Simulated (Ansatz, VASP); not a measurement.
# One calculation of C, two programs

The input INCAR:

```
PREC     = Accurate       # precision mode
ENCUT    = 520            # plane-wave cutoff, eV
EDIFF    = 1E-7           # SCF threshold, eV
ISMEAR   = 0              # smearing method
SIGMA    = 0.05           # smearing width, eV
LREAL    = F              # projectors in reciprocal space
LASPH    = T              # aspherical terms in the spheres
NELM     = 80             # most SCF steps
ALGO     = Normal         # electronic algorithm
ISIF     = 2              # what is computed and relaxed
LWAVE    = F              # write WAVECAR
LCHARG   = F              # write CHGCAR
GGA      = PE             # functional
IVDW     = 12             # dispersion correction
NBANDS   = 31             # bands
```

KPOINTS

```
regular mesh
0
Gamma
  7 11 3
```

File POSCAR:

```
C
1.0
    0.0000000000      1.4231666446     -3.3613878322
   -2.4649969361      0.0000000000      0.0000000000
    2.0541641134     11.5667018302      3.0206889654
C
10
Direct
    0.3473367003      0.2000929300      0.7201115161
    0.7499723743      0.6461428213      0.0553713855
    0.8993134558      0.2846303485      0.2215564182
    0.0486545373      0.9231178757      0.3877414508
    0.1979956188      0.5616054029      0.5539264834
    0.7993687073      0.1923447059      0.1108136471
   -0.0512902112      0.8308322331      0.2769986797
    0.0980508703      0.4693197603      0.4431837123
    0.2473919518      1.1078072875      0.6093687450
    0.3967330333      0.7462948147      0.7755537776
```

Input for Ansatz:

```yaml
crystal:
  lattice:
    - [0.0, 1.4231666446, -3.3613878322]
    - [-2.4649969361, 0.0, 0.0]
    - [2.0541641134, 11.5667018302, 3.0206889654]
  atoms:
    - { symbol: C, position: [0.3473367003, 0.20009293, 0.7201115161] }
    - { symbol: C, position: [0.7499723743, 0.6461428213, 0.0553713855] }
    - { symbol: C, position: [0.8993134558, 0.2846303485, 0.2215564182] }
    - { symbol: C, position: [0.0486545373, 0.9231178757, 0.3877414508] }
    - { symbol: C, position: [0.1979956188, 0.5616054029, 0.5539264834] }
    - { symbol: C, position: [0.7993687073, 0.1923447059, 0.1108136471] }
    - { symbol: C, position: [-0.0512902112, 0.8308322331, 0.2769986797] }
    - { symbol: C, position: [0.0980508703, 0.4693197603, 0.4431837123] }
    - { symbol: C, position: [0.2473919518, 1.1078072875, 0.609368745] }
    - { symbol: C, position: [0.3967330333, 0.7462948147, 0.7755537776] }
basis:
  ecutwfc: 520.0
kpoints:
  mp_grid: { grid: [7, 11, 3] }
hamiltonian:
  xc: pbe
  dispersion: d3bj
scf:
  occupations: { method: gaussian, width: 0.05 }
output:
  forces: true
  stress: true
  eigenvalues: true
```

Alike in both runs: task single point; functional PBE; dispersion D3(BJ); k mesh 7 × 11 × 3; occupations gaussian, width 0.05 eV; no spin polarisation.

|  | VASP | Ansatz |
| --- | --- | --- |
| version | VASP 6.6.1 | Ansatz 0.2.0 |
| potentials or method | VASP PAW PBE potentials, release 64 (C), cutoff 520 eV | scalar-relativistic, plane waves, PAW |
| valence electrons in the cell | 40 | 40 |

```csv
,VASP,Ansatz,Ansatz less VASP
gap on the k mesh at the Fermi level (eV),0.03,0.03,+0.001
least direct gap on the mesh (eV),0.04,0.05,+0.004
pressure (GPa),-1.1,-1.5,-0.36
"traceless stress, the component that is largest in VASP (GPa)",-0.78,-0.95,-0.169
rms of the force components (eV/Å),0.706,0.710,+0.0043
```

Atom by atom the forces differ by 0.012 eV/Å (rms over components).
